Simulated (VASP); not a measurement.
Here is a VASP 6.6.1 calculation.

Contents of INCAR:

```
  PREC = Accurate
  ENCUT = 520
  EDIFF = 1E-7
  ISMEAR = -1
  SIGMA = 0.1
  LREAL = F
  LASPH = T
  NELM = 100
  ALGO = Normal
  ISIF = 2
  LWAVE = F
  LCHARG = F
  GGA = RE
  NBANDS = 12
```

The input KPOINTS:

```
Automatic mesh
0
Gamma
  14 14 14
```

File POSCAR:

```
Sb
1.0
    2.1966640268      1.2682445672      3.9359977939
   -2.1966640268      1.2682445672      3.9359977939
    0.0000000000     -2.5364891344      3.9359977939
Sb
2
Direct
    0.2311082914      0.2311082914      0.2311082914
    0.7688917086      0.7688917086      0.7688917086
```

Potentials or basis: VASP PAW PBE potentials, release 64 (Sb).

Command:

```bash
$ cat potpaw_PBE.64/Sb/POTCAR > POTCAR
$ mpirun -np 1 vasp_std > vasp.out
```

Q: Predict the largest force.

A: 0.043 eV/Å.

Q: What does it give for the band gap on the k mesh?

A: Zero (band 5 reaches 6.40 eV, above the bottom of band 6 at 6.14 eV).

Q: Estimate the pressure.

A: 0.0 GPa.

Forces on the atoms (eV/Å):
```
Sb   0.000  0.000  0.043
Sb   0.000  0.000 -0.043
```

Caveat: the PAW data sets were made with another functional, which shifts forces and pressure a little; spin-orbit coupling is left out, which moves the levels of the heavy elements.
